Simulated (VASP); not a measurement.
# ZnO in VASP: further runs

ZnO is run at these levels: PBE; tasks: single point.

Program: VASP 6.6.1. These are calculated values, not measurements. Logs are shortened: lines on timing, memory, paths and dates and some standing lists are left out, and cuts for length are marked.

## Step 1: The cell of the first run

It takes space group Fm-3m (No. 225, cubic). The conventional cell has a = 4.530 Å, b = 4.530 Å, c = 4.530 Å, α = 90.00°, β = 90.00°, γ = 90.00°. Zn (site symmetry m-3m) has 6 O at 2.27 Å within 3.0 Å. O (site symmetry m-3m) has 6 Zn at 2.27 Å within 3.0 Å.

## Step 2: Single point, PBE (strained)

Input file INCAR:

```
PREC = Accurate
ENCUT = 520
EDIFF = 1E-6
ISMEAR = 0
SIGMA = 0.05
LREAL = False
LASPH = True
NELM = 100
ALGO = Normal
ISIF = 2
LWAVE = False
LCHARG = False
GGA = PE
NBANDS = 16
```

Input file KPOINTS:

```
regular mesh
0
Gamma
  14 14 14
```

Input file POSCAR:

```
ZnO
1.0
    0.0000000000      2.2651577810      2.2651577810
    2.2651577810      0.0000000000      2.2651577810
    2.2651577810      2.2651577810      0.0000000000
Zn O
1 1
Direct
    0.0000000000      0.0000000000      0.0000000000
    0.5000000000      0.5000000000      0.5000000000
```

Potentials or basis: VASP PAW PBE potentials, release 64 (Zn, O).

Started as:

```sh
$ cat potpaw_PBE.64/Zn/POTCAR potpaw_PBE.64/O/POTCAR > POTCAR
$ mpirun -np 1 vasp_std > vasp.out
```

OUTCAR:

```text
PREC = Accurate
   ENCUT = 520
   EDIFF = 1E-6
   ISMEAR = 0
   LREAL = False
   LASPH = True
   NELM = 100
   ISIF = 2
   GGA = PE

 ion  position               nearest neighbor table
   1  0.000  0.000  0.000-   2 2.27   2 2.27   2 2.27   2 2.27   2 2.27   2 2.27
   2  0.500  0.500  0.500-   1 2.27   1 2.27   1 2.27   1 2.27   1 2.27   1 2.27

  LATTYP: Found a face centered cubic cell.
 ALAT       =     4.5303155620

  Lattice vectors:

 A1 = (   0.0000000000,   2.2651577810,   2.2651577810)
 A2 = (   2.2651577810,   0.0000000000,   2.2651577810)
 A3 = (   2.2651577810,   2.2651577810,   0.0000000000)

Analysis of symmetry for initial positions (statically):
=====================================================================
 Subroutine PRICEL returns:
 Original cell was already a primitive cell.

 Routine SETGRP: Setting up the symmetry group for a
 face centered cubic supercell.

 Subroutine GETGRP returns: Found 48 space group operations
 (whereof 48 operations were pure point group operations)
 out of a pool of 48 trial point group operations.

The static configuration has the point symmetry O_h .

Analysis of symmetry for dynamics (positions and initial velocities):
=====================================================================
 Subroutine PRICEL returns:
 Original cell was already a primitive cell.

 Routine SETGRP: Setting up the symmetry group for a
 face centered cubic supercell.

 Subroutine GETGRP returns: Found 48 space group operations
 (whereof 48 operations were pure point group operations)
 out of a pool of 48 trial point group operations.

The dynamic configuration has the point symmetry O_h .

 Subroutine INISYM returns: Found 48 space group operations
 (whereof 48 operations are pure point group operations),
 and found     1 'primitive' translations

----------------------------------------------------------------------------------------

                                     Primitive cell

  volume of cell :      23.2448

  direct lattice vectors                    reciprocal lattice vectors
     0.000000000  2.265157781  2.265157781    -0.220735175  0.220735175  0.220735175
     2.265157781  0.000000000  2.265157781     0.220735175 -0.220735175  0.220735175
     2.265157781  2.265157781  0.000000000     0.220735175  0.220735175 -0.220735175

  length of vectors
     3.203416855  3.203416855  3.203416855     0.382324539  0.382324539  0.382324539

  position of ions in fractional coordinates (direct lattice)
     0.000000000  0.000000000  0.000000000
     0.500000000  0.500000000  0.500000000

  ion indices of the primitive-cell ions
   primitive index   ion index
                 1           1
                 2           2

----------------------------------------------------------------------------------------

 KPOINTS: regular mesh

Automatic generation of k-mesh.
 Grid dimensions read from file:
 generate k-points for:   14   14   14

 Generating k-lattice:

  Cartesian coordinates                     Fractional coordinates (reciprocal lattice)
    -0.015766798  0.015766798  0.015766798     0.071428571  0.000000000  0.000000000
     0.015766798 -0.015766798  0.015766798     0.000000000  0.071428571  0.000000000
     0.015766798  0.015766798 -0.015766798     0.000000000  0.000000000  0.071428571

  Length of vectors
     0.027308896  0.027308896  0.027308896

  Shift w.r.t. Gamma in fractional coordinates (k-lattice)
     0.000000000  0.000000000  0.000000000

 Subroutine IBZKPT returns following result:
 ===========================================

 Found    104 irreducible k-points:

 Following reciprocal coordinates:
            Coordinates               Weight
  0.000000  0.000000  0.000000      1.000000
  0.071429  0.000000  0.000000      8.000000
  0.142857  0.000000  0.000000      8.000000
  0.214286  0.000000  0.000000      8.000000
  0.285714  0.000000  0.000000      8.000000
  0.357143  0.000000  0.000000      8.000000
[... 16 lines left out ...]
  0.214286  0.142857  0.000000     24.000000
  0.285714  0.142857  0.000000     24.000000
 [... further k-points ...]
   k-points           NKPTS =    104   k-points in BZ     NKDIM =    104   number of bands    NBANDS=     16
   number of dos      NEDOS =    301   number of ions     NIONS =      2
   total plane-waves  NPLWV =  13824
   dimension x,y,z NGX =    24 NGY =   24 NGZ =   24
   dimension x,y,z NGXF=    48 NGYF=   48 NGZF=   48
   ions per type =               1   1
   NGX,Y,Z   is equivalent  to a cutoff of  12.46, 12.46, 12.46 a.u.
   NGXF,Y,Z  is equivalent  to a cutoff of  24.91, 24.91, 24.91 a.u.
 SYSTEM =  unknown system
   PREC   = accura    normal or accurate (medium, high low for compatibility)
   ISTART =      0    job   : 0-new  1-cont  2-samecut
   ICHARG =      2    charge: 1-file 2-atom 10-const
   ISPIN  =      1    spin polarized calculation?
   LNONCOLLINEAR =      F non collinear calculations
   LSORBIT =      F    spin-orbit coupling
   LASPH  =      T    aspherical Exc in radial PAW
   ENCUT  =  520.0 eV  38.22 Ry    6.18 a.u.   5.96  5.96  5.96*2*pi/ulx,y,z
   NELM   =    100;   NELMIN=  2; NELMDL= -5     # of ELM steps
   EDIFF  = 0.1E-05   stopping-criterion for ELM
   LREAL  =      F    real-space projection
   EDIFFG = 0.1E-04   stopping-criterion for IOM
   NSW    =      0    number of steps for IOM
   IBRION =     -1    ionic relax: 0-MD 1-quasi-New 2-CG
   NFREE  =      0    steps in history (QN), initial steepest desc. (CG)
   ISIF   =      2    stress and relaxation
   ISYM   =      2    0-nonsym 1-usesym 2-fastsym
   POTIM  = 0.5000    time-step for ionic-motion
   TEBEG  =    0.0;   TEEND  =   0.0 temperature during run
   PSTRESS=    0.0 pullay stress
   NELECT =      18.0000    total number of electrons
   NUPDOWN=      -1.0000    fix difference up-down
   EMIN   =  10.00;   EMAX   =-10.00  energy-range for DOS
   EFERMI =   0.00;   METHOD = LEGACY
   ISMEAR =     0;   SIGMA  =   0.05  broadening in eV -4-tet -1-fermi 0-gaus
   EFERMI_NEDOS =   21; number of points for ismear=-14 and -15
   IALGO  =     38    algorithm
   IMIX   =      4    mixing-type and parameters
     AMIX     =   0.40;   BMIX     =  1.00
     AMIX_MAG =   1.60;   BMIX_MAG =  1.00
  volume/ion in A,a.u.               =      11.62        78.43
  Fermi-wavevector in a.u.,A,eV,Ry     =   1.503340  2.840901 30.749590  2.260031
  Thomas-Fermi vector in A             =   2.614463
   LORBIT       =      0    0 simple, 1 ext, 2 COOP (PROOUT), +10 PAW based schemes
   GGA     = PE    functional components
   LHFCALC =     F    Hartree Fock is set to
   AEXX    =    0.0000 exact exchange contribution
   IVDW    =     0    specifies the selected vdW correction
   LEPSILON=     F    determine dielectric tensor
   LRPA    =     F    only Hartree local field effects (RPA)
 non-spin polarized calculation
 Gauss-broadening in eV      SIGMA  =   0.05
  energy-cutoff  :      520.00
  volume of cell :       23.24
 maximum number of plane-waves:       637
   NGX = 11   NGY = 11   NGZ = 11

 number of electron      18.0000015 magnetization

 Free energy of the ion-electron system (eV)
  ---------------------------------------------------
  ext. energy  EPLUGINS =         0.00000000
  ---------------------------------------------------
  free energy    TOTEN  =        -8.47551069 eV

  energy without entropy =       -8.47550698  energy(sigma->0) =       -8.47550883

 E-fermi :   1.2530     XC(G=0): -11.3562

 val. band max:        1.1464732336   @ k =   0.5000   0.0000   0.0000
 cond. band min:       1.3228068799   @ k =   0.0000   0.0000   0.0000
 fundamental gap:      0.1763336463
 Fermi energy:         1.2529722406

 k-point     1 :       0.0000    0.0000    0.0000
  band No.  band energies     occupation
      1     -16.0755      2.00000
      2      -3.5444      2.00000
      3      -3.5444      2.00000
      4      -3.5444      2.00000
      5      -3.3952      2.00000
      6      -3.3952      2.00000
[... 8 lines left out ...]
     15      18.2674      0.00000
     16      18.2674      0.00000

 k-point     2 :       0.0714    0.0000    0.0000
  band No.  band energies     occupation
      1     -16.0350      2.00000
      2      -3.5628      2.00000
      3      -3.5408      2.00000
      4      -3.5408      2.00000
      5      -3.4259      2.00000
      6      -3.4259      2.00000
[... 8 lines left out ...]
     15      18.8507      0.00000
     16      18.8507      0.00000

 k-point     3 :       0.1429    0.0000    0.0000
  band No.  band energies     occupation
      1     -15.9187      2.00000
      2      -3.6366      2.00000
      3      -3.5835      2.00000
      4      -3.5835      2.00000
      5      -3.4544      2.00000
      6      -3.4544      2.00000
[... 8 lines left out ...]
     15      19.4751      0.00000
     16      19.4751      0.00000

 k-point     4 :       0.2143    0.0000    0.0000
  band No.  band energies     occupation
      1     -15.7436      2.00000
      2      -3.8227      2.00000
      3      -3.7141      2.00000
      4      -3.7141      2.00000
      5      -3.4162      2.00000
      6      -3.4162      2.00000
[... 8 lines left out ...]
     15      20.2298      0.00000
     16      20.2298      0.00000
[... 324 lines left out ...]
 k-point    22 :       0.1429    0.1429    0.0000
  band No.  band energies     occupation
      1     -15.8714      2.00000
      2      -3.7483      2.00000
      3      -3.5952      2.00000
      4      -3.5223      2.00000
      5      -3.5223      2.00000
      6      -3.3693      2.00000
[... 8 lines left out ...]
     15      21.9711      0.00000
     16      21.9711      0.00000

 k-point    23 :       0.2143    0.1429    0.0000
  band No.  band energies     occupation
      1     -15.7470      2.00000
      2      -3.9147      2.00000
      3      -3.6404      2.00000
      4      -3.5382      2.00000
      5      -3.4952      2.00000
      6      -3.3559      2.00000
[... 8 lines left out ...]
     15      22.2181      0.00000
     16      22.7465      0.00000

 k-point    24 :       0.2857    0.1429    0.0000
  band No.  band energies     occupation
      1     -15.5777      2.00000
      2      -4.1009      2.00000
      3      -3.7359      2.00000
      4      -3.6277      2.00000
      5      -3.4536      2.00000
      6      -3.3200      2.00000
[... 8 lines left out ...]
     15      22.2018      0.00000
     16      23.2156      0.00000

 [... further k-points ...]

------------------------ aborting loop because EDIFF is reached ----------------------------------------

  FORCE on cell =-STRESS in cart. coord.  units (eV):
  Direction    XX          YY          ZZ          XY          YZ          ZX
  --------------------------------------------------------------------------------------
  -------------------------------------------------------------------------------------
  Total       -2.3305701     -2.3305701     -2.3305701      0.0000000      0.0000000     -0.0000000
  in kB     -160.6376631   -160.6376631   -160.6376631      0.0000000      0.0000000     -0.0000000
  external PRESSURE =    -160.6376631 kB  Pullay stress =       0.0000000 kB

 VOLUME and BASIS-vectors are now :
 -----------------------------------------------------------------------------
  energy-cutoff  :      520.00
  volume of cell :       23.24
      direct lattice vectors                 reciprocal lattice vectors
     0.000000000  2.265157781  2.265157781    -0.220735175  0.220735175  0.220735175
     2.265157781  0.000000000  2.265157781     0.220735175 -0.220735175  0.220735175
     2.265157781  2.265157781  0.000000000     0.220735175  0.220735175 -0.220735175

 POSITION                                       TOTAL-FORCE (eV/Angst)
 -----------------------------------------------------------------------------------
      0.00000      0.00000      0.00000        -0.000000     -0.000000     -0.000000
      2.26516      2.26516      2.26516         0.000000      0.000000      0.000000
 -----------------------------------------------------------------------------------
    total drift:                                0.000000     -0.000000     -0.000000

  FREE ENERGIE OF THE ION-ELECTRON SYSTEM (eV)
  ---------------------------------------------------
  free  energy   TOTEN  =        -8.4755106859 eV

  energy  without entropy=       -8.4755069822  energy(sigma->0) =       -8.47550883
```

It took 28 s on 1 thread of AMD EPYC 7R13 (Zen 3), shared host; peak memory 0.13 GiB.

Results:

| Property | Result |
| --- | --- |
| Free energy | -8.4755 eV |
| Pressure | -16.1 GPa |
| Band gap on the k mesh | 0.18 eV, indirect (least direct gap 1.00 eV) |

Caveat: the cell differs from its parent crystal (strained).

## Step 3: Single point, PBE (one atom moved)

Input file INCAR:

```
SYSTEM = ZnO
ALGO = Normal ; EDIFF = 1E-6
ENCUT = 520 ; GGA = PE
ISIF = 2 ; ISMEAR = 0
LASPH = .TRUE. ; LCHARG = .FALSE.
LREAL = .FALSE. ; LWAVE = .FALSE.
NBANDS = 16 ; NELM = 100
PREC = Accurate ; SIGMA = 0.05
```

Input file KPOINTS:

```
k-points
0
G
  14 14 14
  0 0 0
```

Input file POSCAR:

```
ZnO
1.0
    0.0000000000      2.1694420000      2.1694420000
    2.1694420000      0.0000000000      2.1694420000
    2.1694420000      2.1694420000      0.0000000000
Zn O
1 1
Direct
    0.0207426610      0.0207426610     -0.0207426610
    0.5000000000      0.5000000000      0.5000000000
```

Potentials or basis: VASP PAW PBE potentials, release 64 (Zn, O).

Started as:

```sh
$ cat potpaw_PBE.64/Zn/POTCAR potpaw_PBE.64/O/POTCAR > POTCAR
$ mpirun -np 1 vasp_std > vasp.out
```

It took 70 s on 1 thread of AMD EPYC 7R13 (Zen 3), shared host; peak memory 0.17 GiB.

It converged, with:

- Free energy: -8.6234 eV
- Pressure: 0.5 GPa
- Largest force: 0.213 eV/Å
- Band gap on the k mesh: 0.71 eV, indirect (least direct gap 1.87 eV)

Forces on the atoms (eV/Å):
```
Zn   0.000  0.000 -0.213
O    0.000  0.000  0.213
```

Stress tensor (GPa, compression positive):
```
-0.20  0.00  0.00
 0.00 -0.20  0.00
 0.00  0.00  1.94
```

Levels at points of the mesh, in eV from the valence-band top:
```tsv
k point	band 7	band 8	band 9	band 10	band 11	band 12
(0.00, 0.00, 0.00)	-1.18	-1.18	-1.16	0.71	17.58	17.58
(0.50, 0.00, 0.00)	-3.57	-0.01	0.00	5.41	8.72	12.62
(0.50, 0.50, 0.00)	-4.02	-2.57	-2.57	4.04	10.48	11.21
(0.00, 0.50, 0.50)	-4.03	-2.53	-2.52	4.05	10.43	11.12
```

Caveat: the cell differs from its parent crystal (one atom moved).

## Step 4: Single point, PBE (strained)

Input file INCAR:

```
SYSTEM = ZnO
  ALGO = Normal
  EDIFF = 1E-6
  ENCUT = 910
  GGA = PE
  GGA_COMPAT = .FALSE.
  ISIF = 2
  ISMEAR = 0
  LASPH = .TRUE.
  LCHARG = .FALSE.
  LREAL = .FALSE.
  LWAVE = .FALSE.
  NBANDS = 16
  NELM = 120
  PREC = Accurate
  SIGMA = 0.05
```

KPOINTS is that of step 3.

Input file POSCAR:

```
ZnO
1.0
    0.0000000000      2.0878058975      2.0878058975
    2.0878058975      0.0000000000      2.0878058975
    2.0878058975      2.0878058975      0.0000000000
Zn O
1 1
Direct
    0.0000000000      0.0000000000      0.0000000000
    0.5000000000      0.5000000000      0.5000000000
```

Potentials or basis: VASP PAW PBE potentials, release 64 (Zn, O_h).

Started as:

```sh
$ cat potpaw_PBE.64/Zn/POTCAR potpaw_PBE.64/O_h/POTCAR > POTCAR
$ mpirun -np 1 vasp_std > vasp.out
```

OUTCAR:

```text
SYSTEM = ZnO
   EDIFF = 1E-6
   ENCUT = 910
   GGA = PE
   ISIF = 2
   ISMEAR = 0
   LASPH = .TRUE.
   LREAL = .FALSE.
   NELM = 120
   PREC = Accurate

 ion  position               nearest neighbor table
   1  0.000  0.000  0.000-   2 2.09   2 2.09   2 2.09   2 2.09   2 2.09   2 2.09
   2  0.500  0.500  0.500-   1 2.09   1 2.09   1 2.09   1 2.09   1 2.09   1 2.09

  LATTYP: Found a face centered cubic cell.
 ALAT       =     4.1756117950

  Lattice vectors:

[... 645 lines left out ...]

  FORCE on cell =-STRESS in cart. coord.  units (eV):
  Direction    XX          YY          ZZ          XY          YZ          ZX
  --------------------------------------------------------------------------------------
  -------------------------------------------------------------------------------------
  Total        2.7650217      2.7650217      2.7650217      0.0000000      0.0000000     -0.0000000
  in kB      243.3933830    243.3933830    243.3933830      0.0000000      0.0000000     -0.0000000
  external PRESSURE =     243.3933830 kB  Pullay stress =       0.0000000 kB

 VOLUME and BASIS-vectors are now :
 -----------------------------------------------------------------------------
  energy-cutoff  :      910.00
  volume of cell :       18.20
      direct lattice vectors                 reciprocal lattice vectors
     0.000000000  2.087805898  2.087805898    -0.239485864  0.239485864  0.239485864
     2.087805898  0.000000000  2.087805898     0.239485864 -0.239485864  0.239485864
     2.087805898  2.087805898  0.000000000     0.239485864  0.239485864 -0.239485864

 POSITION                                       TOTAL-FORCE (eV/Angst)
 -----------------------------------------------------------------------------------
      0.00000      0.00000      0.00000         0.000000      0.000000      0.000000
      2.08781      2.08781      2.08781        -0.000000     -0.000000     -0.000000
 -----------------------------------------------------------------------------------
    total drift:                                0.000000      0.000000      0.000000

  FREE ENERGIE OF THE ION-ELECTRON SYSTEM (eV)
  ---------------------------------------------------
  free  energy   TOTEN  =        -8.4843659128 eV

  energy  without entropy=       -8.4843659128  energy(sigma->0) =       -8.48436591
```

stdout:

```text
POSCAR found type information on POSCAR ZnO
 POSCAR found :  2 types and       2 ions
 scaLAPACK will be used
 LDA part: xc-table for (Slater+PW92), standard interpolation
 POSCAR, INCAR and KPOINTS ok, starting setup
 FFT: planning ... GRIDC
 FFT: planning ... GRID_SOFT
 FFT: planning ... GRID
 WAVECAR not read
 entering main loop
```

Wall time 57 s (1 thread of Intel Xeon Platinum 8488C (Sapphire Rapids), shared host); peak memory 0.21 GiB.

Results:

```
Free energy            : -8.4844 eV
Pressure               : 24.3 GPa
Band gap on the k mesh : 1.23 eV, indirect (least direct gap 2.90 eV)
```

Levels at points of the mesh, in eV from the valence-band top:
| k point | band 6 | band 7 | band 8 | band 9 | band 10 | band 11 | band 12 | band 13 |
| --- | --- | --- | --- | --- | --- | --- | --- | --- |
| (0.00, 0.00, 0.00) | -4.76 | -1.67 | -1.67 | -1.67 | 1.23 | 18.41 | 18.41 | 18.41 |
| (0.50, 0.00, 0.00) | -4.51 | -3.68 | 0.00 | 0.00 | 5.53 | 9.74 | 13.19 | 13.19 |
| (0.50, 0.50, 0.00) | -4.38 | -3.98 | -3.23 | -3.23 | 4.55 | 11.13 | 11.40 | 16.17 |

Caveat: the cell differs from its parent crystal (strained); the cutoff is under 1.25 times the usual one of these potentials, so pressure, stress and relaxed cells hold a basis-set (Pulay) error. A k mesh can miss the band edges.

## Step 5: Overview

| potentials or basis | cell | cutoff (eV) | second run | gap on the mesh (eV) | pressure (GPa) |
| --- | --- | --- | --- | --- | --- |
| VASP PAW PBE potentials, release 64 (Zn, O) | a = 3.203 Å, angles 60.0°, 2 atoms | 520 | - | 0.18 | -16.1 |
| VASP PAW PBE potentials, release 64 (Zn, O) | a = 3.068 Å, angles 60.0°, 2 atoms | 520 | - | 0.71 | 0.5 |
| VASP PAW PBE potentials, release 64 (Zn, O_h) | a = 2.953 Å, angles 60.0°, 2 atoms | 910 | hard_potentials | 1.23 | 24.3 |

Alike in all rows: task single point; level PBE; no spin polarisation; k mesh 14 × 14 × 14; smearing gaussian 0.05 eV.

Caveats: the cutoff is under 1.25 times the usual one of these potentials, so pressure, stress and relaxed cells hold a basis-set (Pulay) error (some runs).

Total energies depend on the potentials used, so only differences within one code and one set of settings carry meaning.
